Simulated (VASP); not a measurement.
# Be3TeSe2 (P6/mmm) in VASP: further runs

Runs on Be3TeSe2. Level: PBE. Tasks: single point, relaxation of cell and atoms.

Program: VASP 6.6.1. These are calculated values, not measurements. Logs are shortened: lines on timing, memory, paths and dates and some standing lists are left out, and cuts for length are marked.

### 1 The cell of the first run

It takes space group P6/mmm (No. 191, hexagonal). Conventional cell: a = 6.046 Å, b = 6.046 Å, c = 3.272 Å, α = 90.00°, β = 90.00°, γ = 120.00°. Within 3.3 Å of Be (site symmetry mmm) lie 4 Se at 2.39 Å and 6 Be at 3.02 to 3.27 Å. Te (site symmetry 6/mmm) has 2 Te at 3.27 Å and 12 Be at 3.44 Å and 6 Se at 3.49 Å within 4.3 Å. Within 3.3 Å of Se (site symmetry -6m2) lie 6 Be at 2.39 Å and 2 Se at 3.27 Å.

The cell was generated, and may not be a known phase.

### 2 Single point, PBE

INCAR

```
SYSTEM = Be3TeSe2
PREC = Accurate
ENCUT = 520
EDIFF = 1E-6
ISMEAR = 0
SIGMA = 0.1
LREAL = .FALSE.
LASPH = .TRUE.
NELM = 60
ALGO = Normal
ISIF = 2
LWAVE = .FALSE.
LCHARG = .TRUE.
GGA = PE
LELF = .TRUE.
LVHAR = .TRUE.
NBANDS = 21
```

KPOINTS

```
Automatic mesh
0
G
  3 3 6
  0 0 0
```

POSCAR

```
Be3TeSe2
1.0
    6.0459381300      0.0000000000      0.0000000000
   -3.0229690600      5.2359360100      0.0000000000
    0.0000000000      0.0000000000      3.2718299200
Be Te Se
3 1 2
Direct
    0.5000000000      0.0000000000      0.5000000000
    0.5000000000      0.5000000000      0.5000000000
    0.0000000000      0.5000000000      0.5000000000
    0.0000000000      0.0000000000      0.0000000000
    0.3333333300      0.6666666700      0.0000000000
    0.6666666700      0.3333333300      0.0000000000
```

Potentials or basis: VASP PAW PBE potentials, release 64 (Be, Te, Se).

On the command line:

```bash
> cat potpaw_PBE.64/Be/POTCAR potpaw_PBE.64/Te/POTCAR potpaw_PBE.64/Se/POTCAR > POTCAR
> mpirun -np 1 vasp_std > vasp.out
```

OUTCAR:

```text
SYSTEM = Be3TeSe2
   PREC = Accurate
   ENCUT = 520
   EDIFF = 1E-6
   ISMEAR = 0
   LREAL = .FALSE.
   LASPH = .TRUE.
   NELM = 60
   ISIF = 2
   GGA = PE

 ion  position               nearest neighbor table
   1  0.500  0.000  0.500-   5 2.39   6 2.39   5 2.39   6 2.39
   2  0.500  0.500  0.500-   5 2.39   6 2.39   5 2.39   6 2.39
   3  0.000  0.500  0.500-   5 2.39   6 2.39   5 2.39   6 2.39
   4  0.000  0.000  0.000-
   5  0.333  0.667  0.000-   1 2.39   1 2.39   3 2.39   3 2.39   2 2.39   2 2.39
   6  0.667  0.333  0.000-   1 2.39   1 2.39   3 2.39   3 2.39   2 2.39   2 2.39

  LATTYP: Found a hexagonal cell.
 ALAT       =     6.0459381300
 C/A-ratio  =     0.5411616609

  Lattice vectors:

 A1 = (   6.0459381300,   0.0000000000,   0.0000000000)
 A2 = (  -3.0229690600,   5.2359360100,   0.0000000000)
 A3 = (   0.0000000000,   0.0000000000,   3.2718299200)

Analysis of symmetry for initial positions (statically):
=====================================================================
 Subroutine PRICEL returns:
 Original cell was already a primitive cell.

 Routine SETGRP: Setting up the symmetry group for a
 hexagonal supercell.

 Subroutine GETGRP returns: Found 24 space group operations
 (whereof 24 operations were pure point group operations)
 out of a pool of 24 trial point group operations.

The static configuration has the point symmetry D_6h.

Analysis of symmetry for dynamics (positions and initial velocities):
=====================================================================
 Subroutine PRICEL returns:
 Original cell was already a primitive cell.

 Routine SETGRP: Setting up the symmetry group for a
 hexagonal supercell.

 Subroutine GETGRP returns: Found 24 space group operations
 (whereof 24 operations were pure point group operations)
 out of a pool of 24 trial point group operations.

The dynamic configuration has the point symmetry D_6h.

 Subroutine INISYM returns: Found 24 space group operations
 (whereof 24 operations are pure point group operations),
 and found     1 'primitive' translations

----------------------------------------------------------------------------------------

                                     Primitive cell

  volume of cell :     103.5735

  direct lattice vectors                    reciprocal lattice vectors
     6.045938130  0.000000000  0.000000000     0.165400303  0.095493909  0.000000000
    -3.022969060  5.235936010  0.000000000     0.000000000  0.190987819  0.000000000
     0.000000000  0.000000000  3.271829920     0.000000000  0.000000000  0.305639359

  length of vectors
     6.045938130  6.045938127  3.271829920     0.190987819  0.190987819  0.305639359

  position of ions in fractional coordinates (direct lattice)
     0.500000000  0.000000000  0.500000000
     0.500000000  0.500000000  0.500000000
     0.000000000  0.500000000  0.500000000
     0.000000000  0.000000000  0.000000000
     0.333333330  0.666666670  0.000000000
     0.666666670  0.333333330  0.000000000

  ion indices of the primitive-cell ions
   primitive index   ion index
                 1           1
                 2           2
                 3           3
                 4           4
                 5           5
                 6           6

----------------------------------------------------------------------------------------

 KPOINTS: Automatic mesh

Automatic generation of k-mesh.
 Grid dimensions read from file:
 generate k-points for:    3    3    6

 Generating k-lattice:

  Cartesian coordinates                     Fractional coordinates (reciprocal lattice)
     0.055133434  0.031831303  0.000000000     0.333333333  0.000000000  0.000000000
     0.000000000  0.063662606  0.000000000     0.000000000  0.333333333  0.000000000
     0.000000000  0.000000000  0.050939893     0.000000000  0.000000000  0.166666667

  Length of vectors
     0.063662606  0.063662606  0.050939893

  Shift w.r.t. Gamma in fractional coordinates (k-lattice)
     0.000000000  0.000000000  0.000000000

 Subroutine IBZKPT returns following result:
 ===========================================

 Found     12 irreducible k-points:

 Following reciprocal coordinates:
            Coordinates               Weight
  0.000000  0.000000  0.000000      1.000000
  0.333333  0.000000  0.000000      6.000000
  0.333333  0.333333  0.000000      2.000000
  0.000000  0.000000  0.166667      2.000000
  0.333333  0.000000  0.166667     12.000000
  0.333333  0.333333  0.166667      4.000000
  0.000000  0.000000  0.333333      2.000000
  0.333333  0.000000  0.333333     12.000000
  0.333333  0.333333  0.333333      4.000000
  0.000000  0.000000  0.500000      1.000000
  0.333333  0.000000  0.500000      6.000000
  0.333333  0.333333  0.500000      2.000000
   k-points           NKPTS =     12   k-points in BZ     NKDIM =     12   number of bands    NBANDS=     21
   number of dos      NEDOS =    301   number of ions     NIONS =      6
[... 100 lines left out ...]
      3      -5.5153      2.00000
      4      -0.3038      2.00000
      5       0.1208      2.00000
      6       0.1208      2.00000
[... 13 lines left out ...]
     20      12.5057      0.00000
     21      12.5057      0.00000

 k-point     4 :       0.0000    0.0000    0.1667
  band No.  band energies     occupation
      1      -9.1380      2.00000
      2      -7.9514      2.00000
      3      -4.6947      2.00000
      4      -0.3071      2.00000
      5      -0.3071      2.00000
      6       0.9166      2.00000
[... 13 lines left out ...]
     20      12.4342      0.00000
     21      12.7188      0.00000

 k-point     5 :       0.3333    0.0000    0.1667
  band No.  band energies     occupation
      1      -8.8878      2.00000
      2      -8.2247      2.00000
      3      -5.0002      2.00000
      4      -0.8432      2.00000
      5       0.1051      2.00000
      6       1.5305      2.00000
[... 13 lines left out ...]
     20      11.6607      0.00000
     21      12.3503      0.00000

 k-point     6 :       0.3333    0.3333    0.1667
  band No.  band energies     occupation
      1      -8.5555      2.00000
      2      -8.5555      2.00000
      3      -5.2040      2.00000
      4      -0.0762      2.00000
      5       0.4205      2.00000
      6       0.4205      2.00000
[... 13 lines left out ...]
     20      11.0973      0.00000
     21      13.0575      0.00000

 k-point     7 :       0.0000    0.0000    0.3333
  band No.  band energies     occupation
      1      -8.5433      2.00000
      2      -7.2821      2.00000
      3      -3.9337      2.00000
      4      -1.1532      2.00000
      5       0.0731      2.00000
      6       0.2480      2.00000
[... 13 lines left out ...]
     20      12.0204      0.00000
     21      13.1694      0.00000

 k-point     8 :       0.3333    0.0000    0.3333
  band No.  band energies     occupation
      1      -8.2877      2.00000
      2      -7.5814      2.00000
      3      -4.2052      2.00000
      4      -0.8988      2.00000
      5      -0.2159      2.00000
      6      -0.1818      2.00000
[... 13 lines left out ...]
     20      11.4234      0.00000
     21      11.7273      0.00000

 k-point     9 :       0.3333    0.3333    0.3333
  band No.  band energies     occupation
      1      -7.9393      2.00000
      2      -7.9393      2.00000
      3      -4.3960      2.00000
      4      -0.5538      2.00000
      5      -0.5538      2.00000
      6       0.4877      2.00000
[... 13 lines left out ...]
     20      11.9718      0.00000
     21      11.9718      0.00000

 k-point    10 :       0.0000    0.0000    0.5000
  band No.  band energies     occupation
      1      -8.1550      2.00000
      2      -6.8293      2.00000
      3      -3.3822      2.00000
      4      -2.2174      2.00000
      5      -1.0852      2.00000
      6       0.6182      2.00000
[... 13 lines left out ...]
     20      12.3112      0.00000
     21      12.4172      0.00000

 k-point    11 :       0.3333    0.0000    0.5000
  band No.  band energies     occupation
      1      -7.8948      2.00000
      2      -7.1515      2.00000
      3      -3.6268      2.00000
      4      -1.9531      2.00000
      5      -1.3302      2.00000
      6       0.2808      2.00000
[... 13 lines left out ...]
     20      11.8642      0.00000
     21      12.1984      0.00000

 k-point    12 :       0.3333    0.3333    0.5000
  band No.  band energies     occupation
      1      -7.5329      2.00000
      2      -7.5329      2.00000
      3      -3.8056      2.00000
      4      -1.6247      2.00000
      5      -1.6247      2.00000
      6       0.8727      2.00000
[... 13 lines left out ...]
     20      10.7603      0.00000
     21      10.7604      0.00000

------------------------ aborting loop because EDIFF is reached ----------------------------------------

  FORCE on cell =-STRESS in cart. coord.  units (eV):
  Direction    XX          YY          ZZ          XY          YZ          ZX
  --------------------------------------------------------------------------------------
  -------------------------------------------------------------------------------------
  Total        1.3359501      1.3359501     -2.1370283      0.0000000     -0.0000000      0.0000000
  in kB       20.6657927     20.6657927    -33.0576606      0.0000000     -0.0000000      0.0000000
  external PRESSURE =       2.7579749 kB  Pullay stress =       0.0000000 kB

 VOLUME and BASIS-vectors are now :
 -----------------------------------------------------------------------------
  energy-cutoff  :      520.00
  volume of cell :      103.57
      direct lattice vectors                 reciprocal lattice vectors
     6.045938130  0.000000000  0.000000000     0.165400303  0.095493909  0.000000000
    -3.022969060  5.235936010  0.000000000     0.000000000  0.190987819  0.000000000
     0.000000000  0.000000000  3.271829920     0.000000000  0.000000000  0.305639359

 POSITION                                       TOTAL-FORCE (eV/Angst)
 -----------------------------------------------------------------------------------
      3.02297      0.00000      1.63591        -0.000000     -0.000000      0.000000
      1.51148      2.61797      1.63591        -0.000000     -0.000000      0.000000
     -1.51148      2.61797      1.63591        -0.000000     -0.000000      0.000000
      0.00000      0.00000      0.00000        -0.000000     -0.000000      0.000000
     -0.00000      3.49062      0.00000         0.000000      0.000000     -0.000000
      3.02297      1.74531      0.00000        -0.000000      0.000000      0.000000
 -----------------------------------------------------------------------------------
    total drift:                               -0.000000      0.000000     -0.000000

  FREE ENERGIE OF THE ION-ELECTRON SYSTEM (eV)
  ---------------------------------------------------
  free  energy   TOTEN  =       -19.5003523206 eV

  energy  without entropy=      -19.4780787798  energy(sigma->0) =      -19.48921555
```

Wall time 39 s (1 thread of Intel Xeon 8259CL, shared host); peak memory 0.23 GiB.

Results:

```yaml
Free_energy: -19.5004 eV
Pressure: 0.3 GPa
Band_gap_on_the_k_mesh: zero (bands 12 and 13 overlap by 2.30 eV)
```

Stress tensor (GPa, compression positive):
```
 2.07  0.00  0.00
 0.00  2.07  0.00
 0.00  0.00 -3.31
```

Caveat: the k points lie up to 0.40 Å⁻¹ apart, too coarse for converged energies and pressures of a metal; spin-orbit coupling is left out, which moves the levels of the heavy elements.

### 3 Single point, PBE

This run uses another cell than the first one, of 17.68 Å³/atom.

INCAR

```
SYSTEM = Be3TeSe2
PREC = Accurate ; ENCUT = 520
EDIFF = 1E-7 ; ISMEAR = 0
SIGMA = 0.1 ; LREAL = .False.
LASPH = .True. ; NELM = 80
ALGO = Normal ; ISIF = 2
LWAVE = .False. ; LCHARG = .False.
GGA = PE ; NBANDS = 21
```

KPOINTS

```
Automatic mesh
0
Gamma
  6 6 12
  0 0 0
```

POSCAR

```
Be3TeSe2
1.0
    6.2055746631     -0.0000000030      0.0000000000
   -3.1027873290      5.3741853048      0.0000000000
    0.0000000000      0.0000000000      3.1799539230
Be Te Se
3 1 2
Direct
    0.5000000000      0.0000000000      0.5000000000
    0.5000000000      0.5000000000      0.5000000000
    0.0000000000      0.5000000000      0.5000000000
    0.0000000000      0.0000000000      0.0000000000
    0.3333333333      0.6666666667      0.0000000000
    0.6666666667      0.3333333333      0.0000000000
```

Potentials or basis: VASP PAW PBE potentials, release 64 (Be, Te, Se).

On the command line:

```bash
> cat potpaw_PBE.64/Be/POTCAR potpaw_PBE.64/Te/POTCAR potpaw_PBE.64/Se/POTCAR > POTCAR
> mpirun -np 1 vasp_std > vasp.out
```

Wall time 2.8 min (1 thread of Intel Xeon 8259CL, shared host); peak memory 0.29 GiB.

The run converged. Its results:

| Item | Value |
| --- | --- |
| Free energy | -19.7516 eV |
| Pressure | 0.1 GPa |
| Band gap on the k mesh | zero (bands 12 and 13 overlap by 2.60 eV) |

Levels at points of the mesh, in eV from the Fermi level:
| k point | band 8 | band 9 | band 10 | band 11 | band 12 | band 13 | band 14 | band 15 | band 16 | band 17 |
| --- | --- | --- | --- | --- | --- | --- | --- | --- | --- | --- |
| (0.00, 0.00, 0.00) | -2.32 | -1.40 | -1.40 | -0.63 | 1.04 | 3.08 | 3.50 | 4.37 | 4.46 | 4.46 |
| (0.50, 0.00, 0.00) | -2.20 | -2.10 | -1.86 | -1.35 | 0.56 | 2.67 | 2.83 | 2.87 | 2.89 | 3.12 |
| (0.00, 0.00, 0.50) | -4.18 | -3.15 | -3.15 | -0.68 | -0.68 | -0.40 | -0.40 | 0.51 | 0.51 | 3.94 |
| (0.50, 0.00, 0.50) | -4.25 | -3.39 | -1.91 | -1.51 | -0.34 | -0.24 | 0.06 | 0.77 | 1.62 | 3.17 |

Caveat: spin-orbit coupling is left out, which moves the levels of the heavy elements.

### 4 Relaxation of cell and atoms, PBE

INCAR

```
SYSTEM = Be3TeSe2
PREC = Accurate
ENCUT = 600
EDIFF = 1E-6
ISMEAR = 0
SIGMA = 0.1
LREAL = .False.
LASPH = .True.
NELM = 100
ALGO = Normal
ISIF = 3
LWAVE = .False.
LCHARG = .False.
GGA = PE
IBRION = 2
NSW = 100
EDIFFG = -0.01
```

KPOINTS

```
regular mesh
0
Gamma
  6 6 12
  0 0 0
```

POSCAR

```
Be3TeSe2
1.0
    6.0459381300      0.0000000000      0.0000000000
   -3.0229690600      5.2359360100      0.0000000000
    0.0000000000      0.0000000000      3.2718299200
Be Te Se
3 1 2
Direct
    0.5000000000      0.0000000000      0.5000000000
    0.5000000000      0.5000000000      0.5000000000
    0.0000000000      0.5000000000      0.5000000000
    0.0000000000      0.0000000000      0.0000000000
    0.3333333300      0.6666666700      0.0000000000
    0.6666666700      0.3333333300      0.0000000000
```

On the command line:

```bash
> cat potpaw_PBE.64/Be/POTCAR potpaw_PBE.64/Te/POTCAR potpaw_PBE.64/Se/POTCAR > POTCAR
> mpirun -np 1 vasp_std > vasp.out
```

It took 6.6 min on 1 thread of Intel Xeon 8259CL, shared host; peak memory 0.34 GiB.

It converged, with:

```
Free energy                           : -19.7517 eV
Relaxed volume                        : 17.70 Å³/atom
Relaxed cell                          : a = 6.208 Å, b = 6.208 Å, c = 3.181 Å, α = 90.00°, β = 90.00°, γ = 120.00°
Space group after relaxing (to 0.1 Å) : P6/mmm (No. 191)
Energy gained by relaxing             : 18.7 meV/atom
Ionic steps                           : 5
Pressure after relaxing               : 0.0 GPa
Band gap on the k mesh                : zero (bands 12 and 13 overlap by 2.59 eV)
```

The path:
```
step  energy change (eV)  largest force (eV/Å)  pressure (GPa)  volume (Å³)
   1              0.0000                0.0000            0.48       103.57
   2             -0.1049                0.0000            1.07       104.28
   3             -0.1058                0.0000            1.17       104.35
   4             -0.1122                0.0000           -0.13       106.39
   5             -0.1123                0.0000            0.00       106.17
```

Final structure:
```
Be Te Se
1.0
     6.20782    0.00000    0.00000
    -3.10391    5.37613    0.00000
     0.00000    0.00000    3.18135
Be Te Se
3 1 2
Direct
  0.50000 0.00000 0.50000
  0.50000 0.50000 0.50000
  0.00000 0.50000 0.50000
  0.00000 0.00000 0.00000
  0.33333 0.66667 0.00000
  0.66667 0.33333 0.00000
```

Levels at points of the mesh, in eV from the Fermi level:
```csv
k point,band 9,band 10,band 11,band 12,band 13,band 14,band 15,band 16
"(0.00, 0.00, 0.00)",-1.39,-1.39,-0.63,1.04,3.07,3.49,4.46,4.46
"(0.50, 0.00, 0.00)",-2.10,-1.86,-1.35,0.56,2.67,2.82,2.86,2.88
"(0.00, 0.00, 0.50)",-3.15,-3.15,-0.68,-0.68,-0.39,-0.39,0.50,0.50
"(0.50, 0.00, 0.50)",-3.39,-1.91,-1.51,-0.34,-0.24,0.06,0.77,1.62
```

Caveat: spin-orbit coupling is left out, which moves the levels of the heavy elements.

### 5 Overview

| task | cell | k mesh | cutoff (eV) | gap on the mesh (eV) | pressure (GPa) |
| --- | --- | --- | --- | --- | --- |
| single point | a = 6.046, b = 6.046, c = 3.272 Å, angles 90.0, 90.0, 120.0°, 6 atoms | 3 × 3 × 6 | 520 | none | 0.3 |
| single point | a = 6.206, b = 6.206, c = 3.180 Å, angles 90.0, 90.0, 120.0°, 6 atoms | 6 × 6 × 12 | 520 | none | 0.1 |
| relaxation of cell and atoms | relaxed from a = 6.046, b = 6.046, c = 3.272 Å, angles 90.0, 90.0, 120.0°, 6 atoms | 6 × 6 × 12 | 600 | none | 0.0 |

Alike in all rows: level PBE; potentials or basis VASP PAW PBE potentials, release 64 (Be, Te, Se); no spin polarisation; smearing gaussian 0.1 eV.

Caveats: some runs use coarse meshes; spin-orbit coupling is left out, which moves the levels of the heavy elements.

Total energies depend on the potentials used, so only differences within one code and one set of settings carry meaning.
